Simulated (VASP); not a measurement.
Set up this calculation in VASP 6.6.1, as the native input.

```
Task                   : single point
Functional             : PBE
Potentials or basis    : VASP PAW PBE potentials, release 64 (Cr_pv, O)
Cutoff                 : 600 eV
k mesh                 : 4 × 4 × 4
Occupations            : gaussian, width 0.1 eV
Spin                   : collinear spin, ferromagnetic start
Starting moments       : [3.0, 0.0, 0.0] μB
Dipole correction      : no
Further INCAR settings : ALGO = Normal; EDIFF = 1e-06; NBANDS = 23
```

The structure of CrO2 lies in POSCAR:

```
CrO2
1.0
    3.8852528500      0.0000000000      0.0000000000
    0.0000000000      3.8852528500      0.0000000000
    0.0000000000      0.0000000000      3.8852528500
Cr O
1 2
Direct
    0.0000000000      0.0000000000      0.0000000000
    0.5000000000      0.0000000000      0.0000000000
    0.0000000000      0.5000000000      0.0000000000
```

This cell differs from its parent crystal: atoms taken out.

These files were run (other wordings do the same):

INCAR

```
SYSTEM = CrO2
PREC     = Accurate       ! precision mode
ENCUT    = 600            ! plane-wave cutoff, eV
EDIFF    = 1E-6           ! SCF threshold, eV
ISMEAR   = 0              ! smearing method
SIGMA    = 0.1            ! smearing width, eV
LREAL    = .False.        ! projectors in reciprocal space
LASPH    = .True.         ! aspherical terms in the spheres
NELM     = 200            ! most SCF steps
ALGO     = Normal         ! electronic algorithm
ISIF     = 2              ! what is computed and relaxed
LWAVE    = .False.        ! write WAVECAR
LCHARG   = .False.        ! write CHGCAR
ISPIN    = 2              ! spin polarisation
MAGMOM   = 3 0 0          ! initial moments
LORBIT   = 11             ! projections on sites
LMAXMIX  = 4              ! l up to which the mixer works
GGA      = PE             ! functional
NBANDS   = 23             ! bands
GGA_COMPAT= .False.
```

KPOINTS

```
Automatic mesh
0
Gamma
  4 4 4
  0 0 0
```

Potentials or basis: VASP PAW PBE potentials, release 64 (Cr_pv, O).

Launch:

```console
$ cat potpaw_PBE.64/Cr_pv/POTCAR potpaw_PBE.64/O/POTCAR > POTCAR
$ mpirun -np 1 vasp_std > vasp.out
```

Results of the run:

```json
{
 "Pressure": "-17.3 GPa",
 "Band gap on the k mesh": "zero (filled and empty bands overlap)",
 "Net moment": "2.00 μB per cell",
 "Site moments": "Cr +2.52; O -0.31 μB",
 "Valence electrons inside the program's atomic spheres": "Cr 10.44; O 4.88"
}
```

Caveat: the k points lie up to 0.40 Å⁻¹ apart, too coarse for converged energies and pressures of a metal; the cell differs from its parent crystal (atoms taken out); a cell with one magnetic atom can't hold antiferromagnetic order, which such compounds often take; semilocal functionals often make such compounds metallic where correlation or magnetic order opens a gap, which also shifts bond lengths.

Wall time 97 s on 1 thread of Oxide Virtual Turin-like Processor (shared host), peak memory 0.18 GiB.
